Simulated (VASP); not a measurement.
Set up this calculation in VASP 6.6.1, as the native input.

- Task: single point
- Functional: PBEsol
- Potentials or basis: VASP PAW PBE potentials, release 64 (Nb_sv)
- Cutoff: 520 eV
- k mesh: 11 × 11 × 11
- Occupations: fermi-dirac, width 0.05 eV
- Spin: no spin polarisation
- Dipole correction: no
- Further INCAR settings: ALGO = Fast; EDIFF = 1e-06; NBANDS = 12

The structure of Nb lies in POSCAR:

```
Nb
1.0
   -1.6639500000      1.6639500000      1.6639500000
    1.6639500000     -1.6639500000      1.6639500000
    1.6639500000      1.6639500000     -1.6639500000
Nb
1
Direct
    0.0000000000      0.0000000000      0.0000000000
```

The input as run:

INCAR

```
SYSTEM = Nb
ALGO     = Fast           ! electronic algorithm
EDIFF    = 1E-6           ! SCF threshold, eV
ENCUT    = 520            ! plane-wave cutoff, eV
GGA      = PS             ! functional
ISIF     = 2              ! what is computed and relaxed
ISMEAR   = -1             ! smearing method
LASPH    = .True.         ! aspherical terms in the spheres
LCHARG   = .False.        ! write CHGCAR
LREAL    = .False.        ! projectors in reciprocal space
LWAVE    = .False.        ! write WAVECAR
NBANDS   = 12             ! bands
NELM     = 60             ! most SCF steps
PREC     = Accurate       ! precision mode
SIGMA    = 0.05           ! smearing width, eV
```

KPOINTS

```
k-points
0
Gamma
  11 11 11
  0 0 0
```

Potentials or basis: VASP PAW PBE potentials, release 64 (Nb_sv).

Run with:

```console
$ cat potpaw_PBE.64/Nb_sv/POTCAR > POTCAR
$ mpirun -np 1 vasp_std > vasp.out
```

Results of the run:

```yaml
Pressure: -8.4 GPa
```

Caveat: the PAW data sets were made with another functional, which shifts forces and pressure a little.

Run time: 19 s on 1 thread of Intel(R) Xeon(R) Platinum 8259CL CPU @ 2.50GHz (Skylake/Cascade Lake) (shared host), peak memory 0.14 GiB.
